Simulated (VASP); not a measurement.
A run of VASP 6.6.1:

INCAR

```
SYSTEM = RbCl
PREC = Accurate ; ENCUT = 500
EDIFF = 1E-6 ; ISMEAR = -1
SIGMA = 0.1 ; LREAL = .FALSE.
LASPH = .TRUE. ; NELM = 120
ALGO = Normal ; ISIF = 2
LWAVE = .FALSE. ; LCHARG = .FALSE.
NBANDS = 15 ; GGA_COMPAT = .FALSE.
```

KPOINTS

```
Automatic mesh
0
G
  5 5 5
  0 0 0
```

The input POSCAR:

```
RbCl
1.0
    0.0000000000      3.2071649199      3.2071649199
    3.2071649199      0.0000000000      3.2071649199
    3.2071649199      3.2071649199      0.0000000000
Rb Cl
1 1
Direct
    0.0000000000      0.0000000000      0.0000000000
    0.5000000000      0.5000000000      0.5000000000
```

Potentials or basis: VASP PAW LDA potentials, release 64 (Rb_sv, Cl).

Launch:

```console
$ cat potpaw_LDA.64/Rb_sv/POTCAR potpaw_LDA.64/Cl/POTCAR > POTCAR
$ mpirun -np 1 vasp_std > vasp.out
```

Hardware: 1 thread of Intel Xeon 8259CL, with other jobs on the host.

Estimate the wall time of this run.

It took 20 s on 1 thread of Intel Xeon 8259CL, with other jobs on the host, peak memory 0.17 GiB. Counts: scf iterations 12, k points 10.
